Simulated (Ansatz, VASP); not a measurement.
# Two plane-wave programs on YN

```
CELL_PARAMETERS angstrom
-0.02302 2.42960 2.42960
2.42960 -0.02302 2.42960
2.42960 2.42960 -0.02302
ATOMIC_POSITIONS crystal
Y 0.00000 0.00000 0.00000
N 0.50000 0.50000 0.50000
```

Change from the starting cell: strained cell.

Alike in both runs: task relaxation of the atoms; functional PBEsol; k mesh 12 × 12 × 12; occupations gaussian, width 0.01 eV; no spin polarisation.

|  | VASP | Ansatz |
| --- | --- | --- |
| version | VASP 6.6.1 | Ansatz 0.2.0 |
| potentials or method | VASP PAW PBE potentials, release 64 (Y_sv, N), cutoff 520 eV | scalar-relativistic, plane waves, PAW |
| valence electrons in the cell | 16 | 16 |

```csv
,VASP,Ansatz,Ansatz less VASP
"gap on the k mesh at the Fermi level, each at its own relaxed structure (eV)",0.06,0.06,+0.001
```

VASP's potentials were made for PBE, not for PBEsol, and Ansatz warns of the same on its side. Ansatz's warnings: stress scf threshold loose.

Noted on VASP's run: the relaxation stopped at its first step, so nothing moved.
